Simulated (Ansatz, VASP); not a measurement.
# Two plane-wave programs on BaBe

```xyz
2
Lattice="4.4201 0.0000 0.0000 -2.2100 3.8279 0.0000 0.0000 0.0000 4.0492" Properties=species:S:1:pos:R:3 pbc="T T T"
Ba    0.0000    2.5519    0.0000
Be    2.2100    1.2760    2.0246
```

Alike in both runs: functional PBEsol; k mesh 12 × 12 × 12; occupations fermi-dirac, width 0.15 eV; no spin polarisation.

Ansatz relaxed the structure, and its values are those at the end. VASP's run is a single point on that final structure, the one shown.

|  | VASP | Ansatz |
| --- | --- | --- |
| version | VASP 6.6.1 | Ansatz 0.2.0 |
| potentials or method | VASP PAW PBE potentials, release 64 (Ba_sv, Be), cutoff 520 eV | scalar-relativistic, plane waves, PAW |
| valence electrons in the cell | 12 | 12 |

```csv
,VASP,Ansatz,Ansatz less VASP
gap on the k mesh at the Fermi level (eV),none,none,-
pressure (GPa),0.2,0.0,-0.23
```

VASP's potentials were made for PBE, not for PBEsol. A gap of «none» marks a metal or a gap that the smearing closes.

Neither program's run includes spin-orbit coupling.
